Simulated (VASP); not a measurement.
# ScAl4As (F-43m) in VASP: relaxation of cell and atoms with PBE

Aim: the relaxation of cell and atoms of ScAl4As with PBE.

Everything below comes from runs of VASP 6.6.1. Logs are shortened: lines on timing, memory, paths and dates and some standing lists are left out, and cuts for length are marked.

### 1 The cell of the first run

The structure is cubic, space group F-43m (No. 216). Conventional cell: a = 9.042 Å, b = 9.042 Å, c = 9.042 Å, α = 90.00°, β = 90.00°, γ = 90.00°. Within 5.0 Å of Sc (site symmetry -43m) lie 12 Al at 3.84 Å and 4 As at 3.92 Å. Al (site symmetry 3m) has 1 As at 2.36 Å and 3 Al at 2.54 Å within 3.1 Å. Within 3.1 Å of As (site symmetry -43m) lie 4 Al at 2.36 Å.

The cell was generated, and may not be a known phase.

### 2 Relaxation of cell and atoms, PBE

INCAR reads:

```
ALGO = Normal ; EDIFF = 1E-7
EDIFFG = -0.01 ; ENCUT = 510
GGA = PE ; GGA_COMPAT = F
IBRION = 2 ; ISIF = 3
ISMEAR = 0 ; LASPH = T
LCHARG = F ; LREAL = F
LWAVE = F ; NELM = 120
NELMIN = 4 ; NSW = 100
PREC = Accurate ; SIGMA = 0.1
```

KPOINTS reads:

```
k-points
0
Gamma
  8 8 8
```

POSCAR reads:

```
ScAl4As
1.0
    0.0000000000      4.5207988823      4.5207988823
    4.5207988823      0.0000000000      4.5207988823
    4.5207988823      4.5207988823      0.0000000000
Sc Al As
1 4 1
Direct
    0.5000000000      0.5000000000      0.5000000000
    0.9004889207      0.2985332378      0.9004889207
    0.9004889207      0.9004889207      0.9004889207
    0.2985332378      0.9004889207      0.9004889207
    0.9004889207      0.9004889207      0.2985332378
    0.7500000000      0.7500000000      0.7500000000
```

Potentials or basis: VASP PAW PBE potentials, release 64 (Sc_sv, Al, As_d).

Launch:

```
$ cat potpaw_PBE.64/Sc_sv/POTCAR potpaw_PBE.64/Al/POTCAR potpaw_PBE.64/As_d/POTCAR > POTCAR
$ mpirun -np 1 vasp_std > vasp.out
```

OUTCAR:

```text
EDIFF = 1E-7
   EDIFFG = -0.01
   ENCUT = 510
   GGA = PE
   IBRION = 2
   ISIF = 3
   ISMEAR = 0
   LASPH = T
   LREAL = F
   NELM = 120
   NELMIN = 4
   NSW = 100
   PREC = Accurate

 ion  position               nearest neighbor table
   1  0.500  0.500  0.500-
   2  0.900  0.299  0.900-   6 2.36   4 2.54   5 2.54   3 2.54
   3  0.900  0.900  0.900-   6 2.36   4 2.54   5 2.54   2 2.54
   4  0.299  0.900  0.900-   6 2.36   3 2.54   5 2.54   2 2.54
   5  0.900  0.900  0.299-   6 2.36   3 2.54   4 2.54   2 2.54
   6  0.750  0.750  0.750-   3 2.36   2 2.36   4 2.36   5 2.36

  LATTYP: Found a face centered cubic cell.
 ALAT       =     9.0415977646

  Lattice vectors:

 A1 = (   0.0000000000,   4.5207988823,   4.5207988823)
 A2 = (   4.5207988823,   0.0000000000,   4.5207988823)
 A3 = (   4.5207988823,   4.5207988823,   0.0000000000)

Analysis of symmetry for initial positions (statically):
=====================================================================
 Subroutine PRICEL returns:
 Original cell was already a primitive cell.

 Routine SETGRP: Setting up the symmetry group for a
 face centered cubic supercell.

 Subroutine GETGRP returns: Found 24 space group operations
 (whereof 24 operations were pure point group operations)
 out of a pool of 48 trial point group operations.

The static configuration has the point symmetry T_d .

Analysis of symmetry for dynamics (positions and initial velocities):
=====================================================================
 Subroutine PRICEL returns:
 Original cell was already a primitive cell.

 Routine SETGRP: Setting up the symmetry group for a
 face centered cubic supercell.

 Subroutine GETGRP returns: Found 24 space group operations
 (whereof 24 operations were pure point group operations)
 out of a pool of 48 trial point group operations.

The dynamic configuration has the point symmetry T_d .

 Subroutine INISYM returns: Found 24 space group operations
 (whereof 24 operations are pure point group operations),
 and found     1 'primitive' translations

----------------------------------------------------------------------------------------

                                     Primitive cell

  volume of cell :     184.7888

  direct lattice vectors                    reciprocal lattice vectors
     0.000000000  4.520798882  4.520798882    -0.110599921  0.110599921  0.110599921
     4.520798882  0.000000000  4.520798882     0.110599921 -0.110599921  0.110599921
     4.520798882  4.520798882  0.000000000     0.110599921  0.110599921 -0.110599921

  length of vectors
     6.393375092  6.393375092  6.393375092     0.191564683  0.191564683  0.191564683

  position of ions in fractional coordinates (direct lattice)
     0.500000000  0.500000000  0.500000000
     0.900488921  0.298533238  0.900488921
     0.900488921  0.900488921  0.900488921
     0.298533238  0.900488921  0.900488921
     0.900488921  0.900488921  0.298533238
     0.750000000  0.750000000  0.750000000

  ion indices of the primitive-cell ions
   primitive index   ion index
                 1           1
                 2           2
                 3           3
                 4           4
                 5           5
                 6           6

----------------------------------------------------------------------------------------

 KPOINTS: k-points

Automatic generation of k-mesh.
 Grid dimensions read from file:
 generate k-points for:    8    8    8

 Generating k-lattice:

  Cartesian coordinates                     Fractional coordinates (reciprocal lattice)
    -0.013824990  0.013824990  0.013824990     0.125000000  0.000000000  0.000000000
     0.013824990 -0.013824990  0.013824990     0.000000000  0.125000000  0.000000000
     0.013824990  0.013824990 -0.013824990     0.000000000  0.000000000  0.125000000

  Length of vectors
     0.023945585  0.023945585  0.023945585

  Shift w.r.t. Gamma in fractional coordinates (k-lattice)
     0.000000000  0.000000000  0.000000000

 Subroutine IBZKPT returns following result:
 ===========================================

 Found     29 irreducible k-points:

 Following reciprocal coordinates:
            Coordinates               Weight
  0.000000  0.000000  0.000000      1.000000
  0.125000  0.000000  0.000000      8.000000
  0.250000  0.000000  0.000000      8.000000
  0.375000  0.000000  0.000000      8.000000
  0.500000  0.000000  0.000000      4.000000
  0.125000  0.125000  0.000000      6.000000
[... 16 lines left out ...]
  0.500000  0.250000  0.125000     48.000000
 -0.375000  0.250000  0.125000     24.000000
 [... further k-points ...]
   k-points           NKPTS =     29   k-points in BZ     NKDIM =     29   number of bands    NBANDS=     23
   number of dos      NEDOS =    301   number of ions     NIONS =      6
   total plane-waves  NPLWV = 110592
   dimension x,y,z NGX =    48 NGY =   48 NGZ =   48
   dimension x,y,z NGXF=    96 NGYF=   96 NGZF=   96
   ions per type =               1   4   1
   NGX,Y,Z   is equivalent  to a cutoff of  12.48, 12.48, 12.48 a.u.
   NGXF,Y,Z  is equivalent  to a cutoff of  24.96, 24.96, 24.96 a.u.
 SYSTEM =  unknown system
   PREC   = accura    normal or accurate (medium, high low for compatibility)
   ISTART =      0    job   : 0-new  1-cont  2-samecut
   ICHARG =      2    charge: 1-file 2-atom 10-const
   ISPIN  =      1    spin polarized calculation?
   LNONCOLLINEAR =      F non collinear calculations
   LSORBIT =      F    spin-orbit coupling
   LASPH  =      T    aspherical Exc in radial PAW
   ENCUT  =  510.0 eV  37.48 Ry    6.12 a.u.  11.77 11.77 11.77*2*pi/ulx,y,z
   NELM   =    120;   NELMIN=  4; NELMDL= -5     # of ELM steps
   EDIFF  = 0.1E-06   stopping-criterion for ELM
   LREAL  =      F    real-space projection
   EDIFFG = -.1E-01   stopping-criterion for IOM
   NSW    =    100    number of steps for IOM
   IBRION =      2    ionic relax: 0-MD 1-quasi-New 2-CG
   NFREE  =      1    steps in history (QN), initial steepest desc. (CG)
   ISIF   =      3    stress and relaxation
   ISYM   =      2    0-nonsym 1-usesym 2-fastsym
   POTIM  = 0.5000    time-step for ionic-motion
   TEBEG  =    0.0;   TEEND  =   0.0 temperature during run
   PSTRESS=    0.0 pullay stress
   NELECT =      38.0000    total number of electrons
   NUPDOWN=      -1.0000    fix difference up-down
   EMIN   =  10.00;   EMAX   =-10.00  energy-range for DOS
   EFERMI =   0.00;   METHOD = LEGACY
   ISMEAR =     0;   SIGMA  =   0.10  broadening in eV -4-tet -1-fermi 0-gaus
   EFERMI_NEDOS =   21; number of points for ismear=-14 and -15
   IALGO  =     38    algorithm
   IMIX   =      4    mixing-type and parameters
     AMIX     =   0.40;   BMIX     =  1.00
     AMIX_MAG =   1.60;   BMIX_MAG =  1.00
  volume/ion in A,a.u.               =      30.80       207.84
  Fermi-wavevector in a.u.,A,eV,Ry     =   0.966297  1.826037 12.704179  0.933731
  Thomas-Fermi vector in A             =   2.096087
   LORBIT       =      0    0 simple, 1 ext, 2 COOP (PROOUT), +10 PAW based schemes
   GGA     = PE    functional components
   LHFCALC =     F    Hartree Fock is set to
   AEXX    =    0.0000 exact exchange contribution
   IVDW    =     0    specifies the selected vdW correction
   LEPSILON=     F    determine dielectric tensor
   LRPA    =     F    only Hartree local field effects (RPA)
 conjugate gradient relaxation of ions
 non-spin polarized calculation
 Gauss-broadening in eV      SIGMA  =   0.10
  energy-cutoff  :      510.00
  volume of cell :      184.79
 maximum number of plane-waves:      4909
   NGX = 23   NGY = 23   NGZ = 23

--------------------------------------- Ionic step        1  -------------------------------------------

 number of electron      38.0000017 magnetization

 Free energy of the ion-electron system (eV)
  ---------------------------------------------------
  ext. energy  EPLUGINS =         0.00000000
  ---------------------------------------------------
  free energy    TOTEN  =       -22.20140146 eV

  energy without entropy =      -22.18707883  energy(sigma->0) =      -22.19424015

------------------------ aborting loop because EDIFF is reached ----------------------------------------

  FORCE on cell =-STRESS in cart. coord.  units (eV):
  Direction    XX          YY          ZZ          XY          YZ          ZX
  --------------------------------------------------------------------------------------
  -------------------------------------------------------------------------------------
  Total        0.2260086      0.2260086      0.2260086      0.0000000      0.0000000      0.0000000
  in kB        1.9595664      1.9595664      1.9595664      0.0000000      0.0000000      0.0000000
  external PRESSURE =       1.9595664 kB  Pullay stress =       0.0000000 kB

 VOLUME and BASIS-vectors are now :
 -----------------------------------------------------------------------------
  energy-cutoff  :      510.00
  volume of cell :      184.79
      direct lattice vectors                 reciprocal lattice vectors
     0.000000000  4.520798882  4.520798882    -0.110599921  0.110599921  0.110599921
     4.520798882  0.000000000  4.520798882     0.110599921 -0.110599921  0.110599921
     4.520798882  4.520798882  0.000000000     0.110599921  0.110599921 -0.110599921
[... 121 lines left out ...]
 POSITION                                       TOTAL-FORCE (eV/Angst)
 -----------------------------------------------------------------------------------
      4.52810      4.52810      4.52810        -0.000000     -0.000000     -0.000000
      5.42990      8.15440      5.42990        -0.007405      0.007405     -0.007405
      8.15440      8.15440      8.15440         0.007405      0.007405      0.007405
      8.15440      5.42990      5.42990         0.007405     -0.007405     -0.007405
      5.42990      5.42990      8.15440        -0.007405     -0.007405      0.007405
      6.79215      6.79215      6.79215        -0.000000     -0.000000     -0.000000
 -----------------------------------------------------------------------------------
    total drift:                                0.000000      0.000000      0.000000

  FREE ENERGIE OF THE ION-ELECTRON SYSTEM (eV)
  ---------------------------------------------------
  free  energy   TOTEN  =       -22.2019857478 eV

  energy  without entropy=      -22.1874836332  energy(sigma->0) =      -22.19473469

--------------------------------------- Ionic step        5  -------------------------------------------

 number of electron      38.0000015 magnetization

 Free energy of the ion-electron system (eV)
  ---------------------------------------------------
  ext. energy  EPLUGINS =         0.00000000
  ---------------------------------------------------
  free energy    TOTEN  =       -22.20199652 eV

  energy without entropy =      -22.18749699  energy(sigma->0) =      -22.19474676

 E-fermi :   2.5179     XC(G=0):  -7.8709

 val. band max:        2.5028816092   @ k =  -0.3750   0.2500   0.0000
 cond. band min:       2.5954135665   @ k =   0.3750   0.3750   0.0000
 fundamental gap:      0.0925319573
 Fermi energy:         2.5178983783

 k-point     1 :       0.0000    0.0000    0.0000
  band No.  band energies     occupation
      1     -48.8408      2.00000
      2     -33.4247      2.00000
      3     -33.4247      2.00000
      4     -33.4247      2.00000
      5     -33.4086      2.00000
      6     -33.4086      2.00000
[... 15 lines left out ...]
     22       3.2024      0.00000
     23       3.2024      0.00000
[... 575 lines left out ...]
      1     -48.8408      2.00000
      2     -33.4247      2.00000
      3     -33.4247      2.00000
      4     -33.4247      2.00000
      5     -33.4086      2.00000
      6     -33.4086      2.00000
[... 15 lines left out ...]
     22       3.0324      0.00000
     23       3.2660      0.00000

 [... further k-points ...]
[... 5 lines left out ...]
  --------------------------------------------------------------------------------------
  -------------------------------------------------------------------------------------
  Total       -0.0051497     -0.0051497     -0.0051497      0.0000000     -0.0000000      0.0000000
  in kB       -0.0444161     -0.0444161     -0.0444161      0.0000000     -0.0000000      0.0000000
  external PRESSURE =      -0.0444161 kB  Pullay stress =       0.0000000 kB

 VOLUME and BASIS-vectors are now :
 -----------------------------------------------------------------------------
  energy-cutoff  :      510.00
  volume of cell :      185.76
      direct lattice vectors                 reciprocal lattice vectors
     0.000000000  4.528696240  4.528696240    -0.110407052  0.110407052  0.110407052
     4.528696240 -0.000000000  4.528696240     0.110407052 -0.110407052  0.110407052
     4.528696240  4.528696240  0.000000000     0.110407052  0.110407052 -0.110407052

 POSITION                                       TOTAL-FORCE (eV/Angst)
 -----------------------------------------------------------------------------------
      4.52870      4.52870      4.52870         0.000000      0.000000      0.000000
      5.43028      8.15580      5.43028         0.001532     -0.001532      0.001532
      8.15580      8.15580      8.15580        -0.001532     -0.001532     -0.001532
      8.15580      5.43028      5.43028        -0.001532      0.001532      0.001532
      5.43028      5.43028      8.15580         0.001532      0.001532     -0.001532
      6.79304      6.79304      6.79304         0.000000      0.000000      0.000000
 -----------------------------------------------------------------------------------
    total drift:                                0.000000      0.000000      0.000000

  FREE ENERGIE OF THE ION-ELECTRON SYSTEM (eV)
  ---------------------------------------------------
  free  energy   TOTEN  =       -22.2019965224 eV

  energy  without entropy=      -22.1874969934  energy(sigma->0) =      -22.19474676

 reached required accuracy - stopping structural energy minimisation
```

Wall time 5.3 min (1 thread of Intel Xeon 6975P-C (Granite Rapids), shared host); peak memory 0.42 GiB.

What came out:

- Free energy: -22.2020 eV
- Relaxed volume: 30.96 Å³/atom
- Relaxed cell: a = 6.405 Å, b = 6.405 Å, c = 6.405 Å, α = 60.00°, β = 60.00°, γ = 60.00°
- Space group after relaxing (to 0.1 Å): F-43m (No. 216)
- Energy gained by relaxing: 0.1 meV/atom
- Ionic steps: 5
- Pressure after relaxing: 0.0 GPa
- Band gap on the k mesh: zero (bands 19 and 20 overlap by 0.95 eV)

Forces in eV/Å, atoms in the order of the input:
```
Sc   0.000  0.000  0.000
Al   0.002 -0.002  0.002
Al  -0.002 -0.002 -0.002
Al  -0.002  0.002  0.002
Al   0.002  0.002 -0.002
As   0.000  0.000  0.000
```

The path:
```csv
step,energy change (eV),largest force (eV/Å),pressure (GPa),volume (Å³)
1,0.0000,0.0245,0.20,184.79
2,-0.0006,0.0175,-0.02,185.80
3,-0.0006,0.0121,0.01,185.67
4,-0.0006,0.0128,0.01,185.69
5,-0.0006,0.0027,0.00,185.76
```

Final structure:
```
Sc Al As
1.0
     0.00000    4.52870    4.52870
     4.52870    0.00000    4.52870
     4.52870    4.52870    0.00000
Sc Al As
1 4 1
Direct
  0.50000 0.50000 0.50000
  0.90046 0.29863 0.90046
  0.90046 0.90046 0.90046
  0.29863 0.90046 0.90046
  0.90046 0.90046 0.29863
  0.75000 0.75000 0.75000
```

The gap in the log of VASP goes by the Fermi energy; the results here count the filled bands.